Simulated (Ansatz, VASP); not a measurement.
# TePb: VASP beside Ansatz

File INCAR:

```
SYSTEM = TePb
ALGO     = Normal         ! electronic algorithm
EDIFF    = 1E-6           ! SCF threshold, eV
ENCUT    = 520            ! plane-wave cutoff, eV
GGA      = PE             ! functional
ISIF     = 2              ! what is computed and relaxed
ISMEAR   = 0              ! smearing method
LASPH    = .True.         ! aspherical terms in the spheres
LCHARG   = .False.        ! write CHGCAR
LREAL    = .False.        ! projectors in reciprocal space
LWAVE    = .False.        ! write WAVECAR
NBANDS   = 17             ! bands
NELM     = 80             ! most SCF steps
PREC     = Accurate       ! precision mode
SIGMA    = 0.05           ! smearing width, eV
```

The input KPOINTS:

```
k-points
0
Gamma
  8 8 8
  0 0 0
```

The input POSCAR:

```
TePb
1.0
    3.9785110976      0.0000000000      0.0000000000
    0.0000000000      3.9785110976      0.0000000000
    0.0000000000      0.0000000000      3.9785110976
Pb Te
1 1
Direct
    0.0000000000      0.0000000000      0.0000000000
    0.5000000000      0.5000000000      0.5000000000
```

Input for Ansatz:

```yaml
crystal:
  lattice:
    - [3.9785110976, 0.0, 0.0]
    - [0.0, 3.9785110976, 0.0]
    - [0.0, 0.0, 3.9785110976]
  atoms:
    - { symbol: Pb, position: [0.0, 0.0, 0.0] }
    - { symbol: Te, position: [0.5, 0.5, 0.5] }
basis:
  ecutwfc: 420
  ecutrho_ratio: 4
kpoints:
  mp_grid: { grid: [8, 8, 8] }
hamiltonian:
  xc: pbe
scf:
  occupations: { method: gaussian, width: 0.05 }
output:
  forces: true
  stress: true
  eigenvalues: true
```

Alike in both runs: task single point; functional PBE; k mesh 8 × 8 × 8; occupations gaussian, width 0.05 eV; no spin polarisation.

|  | VASP | Ansatz |
| --- | --- | --- |
| version | VASP 6.6.1 | Ansatz 0.2.0 |
| potentials or method | VASP PAW PBE potentials, release 64 (Pb_d, Te), cutoff 520 eV | scalar-relativistic, plane waves, PAW |
| valence electrons in the cell | 20 | 30 |

Ansatz gave:

```
gap on the k mesh at the Fermi level (eV) : none
pressure (GPa)                            : 0.8
```

Problem. Which values does VASP return?

Solution. gap on the k mesh at the Fermi level (eV): none; pressure (GPa): 0.7.

A gap of «none» marks a metal or a gap that the smearing closes. VASP's potentials hold 20 valence electrons a cell and Ansatz's 30, so a difference there can come from the potentials and not from the codes.

Neither program's run includes spin-orbit coupling.
